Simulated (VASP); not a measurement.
# MgO: single point with r2SCAN

MgO:

```
Mg O
1.0
     0.00000    2.35047    2.35047
     2.35047    0.00000    2.35047
     2.35047    2.35047    0.00000
Mg O
1 1
Direct
  0.00000 0.00000 0.00000
  0.25000 0.25000 0.25000
```

This cell differs from its parent crystal: strain +3.0%.

| Quantity | Value |
| --- | --- |
| Program | VASP 6.6.1 |
| Task | single point |
| Functional | r2SCAN |
| Potentials or basis | VASP PAW PBE potentials, release 64 (Mg, O) |
| Cutoff | 520 eV |
| k mesh | 10 × 10 × 10 |
| Occupations | gaussian, width 0.01 eV |
| Spin | no spin polarisation |

* Pressure: -9.9 GPa
* Band gap on the k mesh: 3.81 eV, direct

Levels at points of the mesh, in eV from the valence-band top:
| k point | band 1 | band 2 | band 3 | band 4 | band 5 | band 6 | band 7 | band 8 | band 9 |
| --- | --- | --- | --- | --- | --- | --- | --- | --- | --- |
| (0.00, 0.00, 0.00) | -16.59 | 0.00 | 0.00 | 0.00 | 3.81 | 16.93 | 16.93 | 16.93 | 20.49 |
| (0.50, 0.00, 0.00) | -16.06 | -2.79 | -0.18 | -0.18 | 8.97 | 9.84 | 14.85 | 14.85 | 19.65 |
| (0.50, 0.50, 0.00) | -15.90 | -2.31 | -0.71 | -0.71 | 6.70 | 11.97 | 14.04 | 16.72 | 16.72 |

Wall time 52 s on 1 thread of Intel Xeon 6975P-C, with other jobs on the host, peak memory 0.17 GiB.

Caveat: the cell differs from its parent crystal (strain +3.0%); the PAW data sets were made with another functional, which shifts forces and pressure a little.
